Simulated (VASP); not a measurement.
Input of a VASP 6.6.1 run:

INCAR

```
SYSTEM = GeCl2
ALGO = Normal
EDIFF = 1E-7
ENCUT = 520
GGA = PE
ISIF = 2
ISMEAR = 0
LASPH = .True.
LCHARG = .False.
LREAL = .False.
LWAVE = .False.
NBANDS = 52
NELM = 60
PREC = Accurate
SIGMA = 0.1
```

Contents of KPOINTS:

```
k-points
0
Gamma
  4 4 4
  0 0 0
```

The input POSCAR:

```
GeCl2
1.0
    4.9380526703     -5.0805455453      0.0000000000
    4.9380526703      5.0805455453      0.0000000000
    0.0000000000      0.0000000000      5.0486357632
Ge Cl
3 6
Direct
    0.0000000000      0.0000000000      0.5000000000
    0.0000000000      0.5000000000      0.0000000000
    0.5000000000      0.0000000000      0.0000000000
    0.8395591598      0.8395591598      0.0000000000
    0.3127336429      0.6872663571      0.0000000000
    0.0000000000      0.5000000000      0.5000000000
    0.1604408402      0.1604408402      0.0000000000
    0.6872663571      0.3127336429      0.0000000000
    0.5000000000      0.0000000000      0.5000000000
```

Potentials or basis: VASP PAW PBE potentials, release 64 (Ge_d, Cl).

Launch:

```console
$ cat potpaw_PBE.64/Ge_d/POTCAR potpaw_PBE.64/Cl/POTCAR > POTCAR
$ mpirun -np 1 vasp_std > vasp.out
```

Q: What does it give for the largest force?

A: 0.005 eV/Å.

Q: Predict the pressure.

A: 0.3 GPa.

Q: Predict the band gap on the k mesh.

A: Zero (bands 42 and 43 overlap by 0.68 eV).

Forces on the atoms (eV/Å):
```
Ge   0.000  0.000  0.000
Ge   0.000  0.000  0.000
Ge   0.000  0.000  0.000
Cl  -0.002  0.000  0.000
Cl   0.000 -0.005  0.000
Cl   0.000  0.000  0.000
Cl   0.002  0.000  0.000
Cl   0.000  0.005  0.000
Cl   0.000  0.000  0.000
```
